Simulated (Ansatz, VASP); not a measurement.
One calculation of C, two programs

File INCAR:

```
SYSTEM = C
ALGO = Normal
EDIFF = 1E-6
ENCUT = 600
GGA_COMPAT = .FALSE.
ISIF = 2
ISMEAR = 0
LASPH = .TRUE.
LCHARG = .FALSE.
LREAL = .FALSE.
LWAVE = .FALSE.
NBANDS = 11
NELM = 120
PREC = Accurate
SIGMA = 0.1
```

Contents of KPOINTS:

```
k-points
0
G
  8 8 8
  0 0 0
```

The input POSCAR:

```
C
1.0
    0.0000000000      1.7833700000      1.7833700000
    1.7833700000      0.0000000000      1.7833700000
    1.7833700000      1.7833700000      0.0000000000
C
2
Direct
    0.0000000000      0.0000000000      0.0000000000
    0.2500000000      0.2500000000      0.2500000000
```

Input for Ansatz:

```yaml
crystal:
  lattice:
    - [0.0, 1.78337, 1.78337]
    - [1.78337, 0.0, 1.78337]
    - [1.78337, 1.78337, 0.0]
  atoms:
    - { symbol: C, position: [0.0, 0.0, 0.0] }
    - { symbol: C, position: [0.25, 0.25, 0.25] }
basis:
  ecutwfc: 420
kpoints:
  mp_grid: { grid: [8, 8, 8] }
hamiltonian:
  xc: lda
  pseudopotentials: { kind: paw }
scf:
  occupations: { method: gaussian, width: 0.1 }
output:
  forces: true
  stress: true
  eigenvalues: true
```

Alike in both runs: task single point; functional LDA; k mesh 8 × 8 × 8; occupations gaussian, width 0.1 eV; no spin polarisation.

|  | VASP | Ansatz |
| --- | --- | --- |
| version | VASP 6.6.1 | Ansatz 0.2.0 |
| potentials or method | VASP PAW LDA potentials, release 64 (C), cutoff 600 eV | scalar-relativistic, plane waves, PAW |
| valence electrons in the cell | 8 | 8 |

Ansatz gave:

| Quantity | Value |
| --- | --- |
| gap on the k mesh at the Fermi level (eV) | 4.10 |
| least direct gap on the mesh (eV) | 5.54 |
| pressure (GPa) | -13.1 |

**Question.** What did VASP give for the same quantities?

**Answer.** gap on the k mesh at the Fermi level (eV): 4.10; least direct gap on the mesh (eV): 5.54; pressure (GPa): -12.4.

LDA's correlation is that of Perdew and Zunger in VASP and of Perdew and Wang (1992) in Ansatz.
